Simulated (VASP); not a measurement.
# NdScSb2 (P4/mmm) in VASP: further runs

Runs on NdScSb2. Level: PBE. Tasks: single point.

All numbers are computed with VASP 6.6.1; they aren't measurements. Logs are shortened: lines on timing, memory, paths and dates and some standing lists are left out, and cuts for length are marked.

### Step 1. The cell of the first run

The structure is tetragonal, space group P4/mmm (No. 123). The conventional cell has a = 4.012 Å, b = 4.012 Å, c = 6.519 Å, α = 90.00°, β = 90.00°, γ = 90.00°. Within 4.3 Å of Nd (site symmetry 4/mmm) lie 2 Sc at 3.26 Å and 8 Sb at 3.32 Å and 4 Nd at 4.01 Å. Within 4.2 Å of Sc (site symmetry 4/mmm) lie 8 Sb at 3.23 Å and 2 Nd at 3.26 Å and 4 Sc at 4.01 Å. Within 4.1 Å of Sb (site symmetry 4mm) lie 6 Sb at 3.07 to 4.01 Å and 4 Sc at 3.23 Å and 4 Nd at 3.32 Å.

The cell was generated, and may not be a known phase.

### Step 2. Single point, PBE, collinear spin

Contents of INCAR:

```
PREC = Accurate ; ENCUT = 500
EDIFF = 1E-6 ; ISMEAR = 0
SIGMA = 0.1 ; LREAL = False
LASPH = True ; NELM = 200
ALGO = Normal ; ISIF = 2
LWAVE = False ; LCHARG = False
ISPIN = 2 ; MAGMOM = 0 1 0 0
LORBIT = 11 ; LMAXMIX = 6
GGA = PE ; NBANDS = 28
GGA_COMPAT = False
```

Contents of KPOINTS:

```
Automatic mesh
0
Gamma
  4 4 4
```

Contents of POSCAR:

```
NdScSb2
1.0
    4.0115698914      0.0000000000      0.0000000000
    0.0000000000      4.0115698914      0.0000000000
    0.0000000000      0.0000000000      6.5188011857
Nd Sc Sb
1 1 2
Direct
    0.5000000000      0.5000000000      0.0000000000
    0.5000000000      0.5000000000      0.5000000000
    0.0000000000      0.0000000000      0.7355240248
    0.0000000000      0.0000000000      0.2644759752
```

Potentials or basis: VASP PAW PBE potentials, release 64 (Nd_3, Sc_sv, Sb), 4f in core.

Started as:

```console
$ cat potpaw_PBE.64/Nd_3/POTCAR potpaw_PBE.64/Sc_sv/POTCAR potpaw_PBE.64/Sb/POTCAR > POTCAR
$ mpirun -np 1 vasp_std > vasp.out
```

OUTCAR:

```text
PREC = Accurate
   ENCUT = 500
   EDIFF = 1E-6
   ISMEAR = 0
   LREAL = False
   LASPH = True
   NELM = 200
   ISIF = 2
   ISPIN = 2
   LORBIT = 11
   GGA = PE

 ion  position               nearest neighbor table
   1  0.500  0.500  0.000-   2 3.26   2 3.26   4 3.32   3 3.32   3 3.32   4 3.32   3 3.32   4 3.32
                             3 3.32   4 3.32
   2  0.500  0.500  0.500-   3 3.23   4 3.23   3 3.23   4 3.23   3 3.23   4 3.23   3 3.23   4 3.23
                             1 3.26   1 3.26
   3  0.000  0.000  0.736-   4 3.07   2 3.23   2 3.23   2 3.23   2 3.23   1 3.32   1 3.32   1 3.32
                             1 3.32   4 3.45
   4  0.000  0.000  0.264-   3 3.07   2 3.23   2 3.23   2 3.23   2 3.23   1 3.32   1 3.32   1 3.32
                             1 3.32   3 3.45

  LATTYP: Found a simple tetragonal cell.
 ALAT       =     4.0115698914
 C/A-ratio  =     1.6250000280

  Lattice vectors:

 A1 = (   4.0115698914,   0.0000000000,   0.0000000000)
 A2 = (   0.0000000000,   4.0115698914,   0.0000000000)
 A3 = (   0.0000000000,   0.0000000000,   6.5188011857)

Analysis of symmetry for initial positions (statically):
=====================================================================
 Subroutine PRICEL returns:
 Original cell was already a primitive cell.

 Routine SETGRP: Setting up the symmetry group for a
 simple tetragonal supercell.

 Subroutine GETGRP returns: Found 16 space group operations
 (whereof 16 operations were pure point group operations)
 out of a pool of 16 trial point group operations.

The static configuration has the point symmetry D_4h.

Analysis of symmetry for dynamics (positions and initial velocities):
=====================================================================
 Subroutine PRICEL returns:
 Original cell was already a primitive cell.

 Routine SETGRP: Setting up the symmetry group for a
 simple tetragonal supercell.

 Subroutine GETGRP returns: Found 16 space group operations
 (whereof 16 operations were pure point group operations)
 out of a pool of 16 trial point group operations.

The dynamic configuration has the point symmetry D_4h.

Analysis of structural, dynamic, and magnetic symmetry:
=====================================================================
 Subroutine PRICEL returns:
 Original cell was already a primitive cell.

 Routine SETGRP: Setting up the symmetry group for a
 simple tetragonal supercell.

 Subroutine GETGRP returns: Found 16 space group operations
 (whereof 16 operations were pure point group operations)
 out of a pool of 16 trial point group operations.

The overall configuration has the point symmetry D_4h.

 Subroutine INISYM returns: Found 16 space group operations
 (whereof 16 operations are pure point group operations),
 and found     1 'primitive' translations

----------------------------------------------------------------------------------------

                                     Primitive cell

  volume of cell :     104.9051

  direct lattice vectors                    reciprocal lattice vectors
     4.011569891  0.000000000  0.000000000     0.249278967  0.000000000  0.000000000
     0.000000000  4.011569891  0.000000000     0.000000000  0.249278967  0.000000000
     0.000000000  0.000000000  6.518801186     0.000000000  0.000000000  0.153402439

  length of vectors
     4.011569891  4.011569891  6.518801186     0.249278967  0.249278967  0.153402439

  position of ions in fractional coordinates (direct lattice)
     0.500000000  0.500000000  0.000000000
     0.500000000  0.500000000  0.500000000
     0.000000000  0.000000000  0.735524025
     0.000000000  0.000000000  0.264475975

  ion indices of the primitive-cell ions
   primitive index   ion index
                 1           1
                 2           2
                 3           3
                 4           4

----------------------------------------------------------------------------------------

 KPOINTS: Automatic mesh

Automatic generation of k-mesh.
 Grid dimensions read from file:
 generate k-points for:    4    4    4

 Generating k-lattice:

  Cartesian coordinates                     Fractional coordinates (reciprocal lattice)
     0.062319742  0.000000000  0.000000000     0.250000000  0.000000000  0.000000000
     0.000000000  0.062319742  0.000000000     0.000000000  0.250000000  0.000000000
     0.000000000  0.000000000  0.038350610     0.000000000  0.000000000  0.250000000

  Length of vectors
     0.062319742  0.062319742  0.038350610

  Shift w.r.t. Gamma in fractional coordinates (k-lattice)
     0.000000000  0.000000000  0.000000000

 Subroutine IBZKPT returns following result:
 ===========================================

 Found     18 irreducible k-points:

 Following reciprocal coordinates:
            Coordinates               Weight
  0.000000  0.000000  0.000000      1.000000
  0.250000  0.000000  0.000000      4.000000
  0.500000  0.000000  0.000000      2.000000
  0.250000  0.250000  0.000000      4.000000
  0.500000  0.250000  0.000000      4.000000
  0.500000  0.500000  0.000000      1.000000
[... 10 lines left out ...]
  0.500000  0.250000  0.500000      4.000000
  0.500000  0.500000  0.500000      1.000000
   k-points           NKPTS =     18   k-points in BZ     NKDIM =     18   number of bands    NBANDS=     28
   number of dos      NEDOS =    301   number of ions     NIONS =      4
   total plane-waves  NPLWV =  43200
   dimension x,y,z NGX =    30 NGY =   30 NGZ =   48
   dimension x,y,z NGXF=    60 NGYF=   60 NGZF=   96
   ions per type =               1   1   2
   NGX,Y,Z   is equivalent  to a cutoff of  12.43, 12.43, 12.24 a.u.
   NGXF,Y,Z  is equivalent  to a cutoff of  24.86, 24.86, 24.48 a.u.
 SYSTEM =  unknown system
   PREC   = accura    normal or accurate (medium, high low for compatibility)
   ISTART =      0    job   : 0-new  1-cont  2-samecut
   ICHARG =      2    charge: 1-file 2-atom 10-const
   ISPIN  =      2    spin polarized calculation?
   LNONCOLLINEAR =      F non collinear calculations
   LSORBIT =      F    spin-orbit coupling
   LASPH  =      T    aspherical Exc in radial PAW
   ENCUT  =  500.0 eV  36.75 Ry    6.06 a.u.   7.31  7.31 11.89*2*pi/ulx,y,z
   NELM   =    200;   NELMIN=  2; NELMDL= -5     # of ELM steps
   EDIFF  = 0.1E-05   stopping-criterion for ELM
   LREAL  =      F    real-space projection
   EDIFFG = 0.1E-04   stopping-criterion for IOM
   NSW    =      0    number of steps for IOM
   IBRION =     -1    ionic relax: 0-MD 1-quasi-New 2-CG
   NFREE  =      0    steps in history (QN), initial steepest desc. (CG)
   ISIF   =      2    stress and relaxation
   ISYM   =      2    0-nonsym 1-usesym 2-fastsym
   POTIM  = 0.5000    time-step for ionic-motion
   TEBEG  =    0.0;   TEEND  =   0.0 temperature during run
   PSTRESS=    0.0 pullay stress
   NELECT =      32.0000    total number of electrons
   NUPDOWN=      -1.0000    fix difference up-down
   EMIN   =  10.00;   EMAX   =-10.00  energy-range for DOS
   EFERMI =   0.00;   METHOD = LEGACY
   ISMEAR =     0;   SIGMA  =   0.10  broadening in eV -4-tet -1-fermi 0-gaus
   EFERMI_NEDOS =   21; number of points for ismear=-14 and -15
   IALGO  =     38    algorithm
   IMIX   =      4    mixing-type and parameters
     AMIX     =   0.40;   BMIX     =  1.00
     AMIX_MAG =   1.60;   BMIX_MAG =  1.00
  volume/ion in A,a.u.               =      26.23       176.98
  Fermi-wavevector in a.u.,A,eV,Ry     =   1.102028  2.082531 16.523812  1.214466
  Thomas-Fermi vector in A             =   2.238465
   LORBIT       =     11    0 simple, 1 ext, 2 COOP (PROOUT), +10 PAW based schemes
   GGA     = PE    functional components
   LHFCALC =     F    Hartree Fock is set to
   AEXX    =    0.0000 exact exchange contribution
   IVDW    =     0    specifies the selected vdW correction
   LEPSILON=     F    determine dielectric tensor
   LRPA    =     F    only Hartree local field effects (RPA)
 spin polarized calculation
 Gauss-broadening in eV      SIGMA  =   0.10
  energy-cutoff  :      500.00
  volume of cell :      104.91
 maximum number of plane-waves:      2704
 NGX is ok and might be reduce to    30
   NGX = 15   NGY = 15   NGZ = 23

 number of electron      32.0000003 magnetization       0.0093852

 Free energy of the ion-electron system (eV)
  ---------------------------------------------------
  ext. energy  EPLUGINS =         0.00000000
  ---------------------------------------------------
  free energy    TOTEN  =       -22.34160374 eV

  energy without entropy =      -22.32669341  energy(sigma->0) =      -22.33414858

 E-fermi :   6.6763     XC(G=0): -10.2679

 val. band max:        6.6456383868   @ k =   0.2500   0.2500   0.2500
 cond. band min:       6.7769876955   @ k =   0.0000   0.0000   0.2500
 fundamental gap:      0.1313493086
 Fermi energy:         6.6762860097

 spin component 1

 k-point     1 :       0.0000    0.0000    0.0000
  band No.  band energies     occupation
      1     -43.4346      1.00000
      2     -31.2274      1.00000
      3     -22.1196      1.00000
      4     -22.1196      1.00000
      5     -21.9517      1.00000
      6     -12.4161      1.00000
[... 547 lines left out ...]
     27      11.9212      0.00000
     28      12.8731      0.00000
 Fermi energy:         6.6762860097

 spin component 2

 k-point     1 :       0.0000    0.0000    0.0000
  band No.  band energies     occupation
      1     -43.4316      1.00000
      2     -31.2265      1.00000
      3     -22.1173      1.00000
      4     -22.1173      1.00000
      5     -21.9469      1.00000
      6     -12.4137      1.00000
[... 547 lines left out ...]
     27      11.9234      0.00000
     28      12.8740      0.00000

------------------------ aborting loop because EDIFF is reached ----------------------------------------

  FORCE on cell =-STRESS in cart. coord.  units (eV):
  Direction    XX          YY          ZZ          XY          YZ          ZX
  --------------------------------------------------------------------------------------
  -------------------------------------------------------------------------------------
  Total        0.1951597      0.1951597      0.2458471      0.0000000      0.0000000     -0.0000000
  in kB        2.9806042      2.9806042      3.7547340      0.0000000      0.0000000     -0.0000000
  external PRESSURE =       3.2386475 kB  Pullay stress =       0.0000000 kB

 VOLUME and BASIS-vectors are now :
 -----------------------------------------------------------------------------
  energy-cutoff  :      500.00
  volume of cell :      104.91
      direct lattice vectors                 reciprocal lattice vectors
     4.011569891  0.000000000  0.000000000     0.249278967  0.000000000  0.000000000
     0.000000000  4.011569891  0.000000000     0.000000000  0.249278967  0.000000000
     0.000000000  0.000000000  6.518801186     0.000000000  0.000000000  0.153402439

 POSITION                                       TOTAL-FORCE (eV/Angst)
 -----------------------------------------------------------------------------------
      2.00578      2.00578      0.00000         0.000000      0.000000      0.000000
      2.00578      2.00578      3.25940         0.000000      0.000000      0.000000
      0.00000      0.00000      4.79473         0.000000     -0.000000     -0.014126
      0.00000      0.00000      1.72407         0.000000      0.000000      0.014126
 -----------------------------------------------------------------------------------
    total drift:                                0.000000      0.000000      0.000000

  FREE ENERGIE OF THE ION-ELECTRON SYSTEM (eV)
  ---------------------------------------------------
  free  energy   TOTEN  =       -22.3416037436 eV

  energy  without entropy=      -22.3266934065  energy(sigma->0) =      -22.33414858

 total charge

# of ion       s       p       d       tot
------------------------------------------
    1        2.088   5.814   1.004   8.906
    2        2.178   6.073   1.064   9.315
    3        1.145   1.310   0.029   2.484
    4        1.145   1.310   0.029   2.484
--------------------------------------------------
tot          6.557  14.508   2.125  23.189

 magnetization (x)

# of ion       s       p       d       tot
------------------------------------------
    1        0.000   0.000   0.002   0.002
    2        0.000   0.000   0.003   0.004
    3       -0.000  -0.000   0.000  -0.000
    4       -0.000  -0.000   0.000  -0.000
--------------------------------------------------
tot          0.000   0.000   0.006   0.006
```

It took 2.3 min on 1 thread of Intel Xeon Platinum 8488C (Sapphire Rapids), shared host; peak memory 0.28 GiB.

Results:

* Free energy: -22.3416 eV
* Pressure: 0.3 GPa
* Largest force: 0.014 eV/Å
* Band gap on the k mesh: zero (filled and empty bands overlap)
* Net moment: 0.01 μB per cell
* Valence electrons inside the program's atomic spheres: Nd 8.91; Sc 9.31; Sb 2.48

Forces on the atoms (eV/Å):
```
Nd   0.000  0.000  0.000
Sc   0.000  0.000  0.000
Sb   0.000  0.000 -0.014
Sb   0.000  0.000  0.014
```

Stress tensor (GPa, compression positive):
```
0.30 0.00 0.00
0.00 0.30 0.00
0.00 0.00 0.38
```

Levels at points of the mesh, in eV from the Fermi level:
Spin up:
```tsv
k point	band 14	band 15	band 16	band 17	band 18	band 19
(0.00, 0.00, 0.00)	-0.98	-0.82	-0.77	-0.77	0.35	1.35
(0.50, 0.00, 0.00)	-1.94	-0.67	-0.21	0.60	1.14	1.23
(0.50, 0.50, 0.00)	-3.55	-3.55	-1.18	2.15	2.37	2.37
(0.00, 0.00, 0.50)	-1.21	-0.58	-0.54	-0.54	-0.27	1.38
(0.50, 0.00, 0.50)	-1.18	-0.97	-0.95	0.30	0.78	1.26
(0.50, 0.50, 0.50)	-2.89	-1.27	-0.77	0.59	0.75	2.15
```
Spin down:
```tsv
k point	band 14	band 15	band 16	band 17	band 18	band 19
(0.00, 0.00, 0.00)	-0.98	-0.81	-0.77	-0.77	0.35	1.36
(0.50, 0.00, 0.00)	-1.94	-0.67	-0.20	0.60	1.15	1.23
(0.50, 0.50, 0.00)	-3.55	-3.55	-1.17	2.15	2.37	2.38
(0.00, 0.00, 0.50)	-1.21	-0.57	-0.54	-0.54	-0.27	1.38
(0.50, 0.00, 0.50)	-1.18	-0.96	-0.95	0.30	0.78	1.26
(0.50, 0.50, 0.50)	-2.89	-1.27	-0.77	0.60	0.75	2.15
```

Caveat: the k points lie up to 0.39 Å⁻¹ apart, too coarse for converged energies and pressures of a metal; the magnetic or orbital state may not be the lowest; the moments typed at the start vanished in this run; spin-orbit coupling is left out, which moves the levels of the heavy elements; the 4f electrons are frozen in the core, so they carry no moment and show no levels.

(Part 1 of 2 ends here.)

The gap in the log of VASP goes by the Fermi energy; the results here count the filled bands.